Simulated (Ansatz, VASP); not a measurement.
# Two plane-wave programs on Mg2Sn

```
Sn Mg
1.0
     0.00000    3.39683    3.39683
     3.39683    0.00000    3.39683
     3.39683    3.39683    0.00000
Sn Mg
1 2
Direct
  0.00000 0.00000 0.00000
  0.25000 0.25000 0.25000
  0.75000 0.75000 0.75000
```

Change from the starting cell: hydrostatic strain +0.5%.

Alike in both runs: task single point; functional PBE; k mesh 6 × 6 × 6; occupations fermi-dirac, width 0.02 eV; no spin polarisation.

|  | VASP | Ansatz |
| --- | --- | --- |
| version | VASP 6.6.1 | Ansatz 0.2.0 |
| potentials or method | VASP PAW PBE potentials, release 64 (Sn_d, Mg) | plane waves, PAW |
| plane-wave cutoff (eV) | 600 | 420 |
| valence electrons in the cell | 18 | 34 |

|  | VASP | Ansatz | Ansatz less VASP |
| --- | --- | --- | --- |
| pressure (GPa) | 0.4 | 0.4 | -0.02 |

VASP's potentials hold 18 valence electrons a cell and Ansatz's 34, so a difference there can come from the potentials and not from the codes.
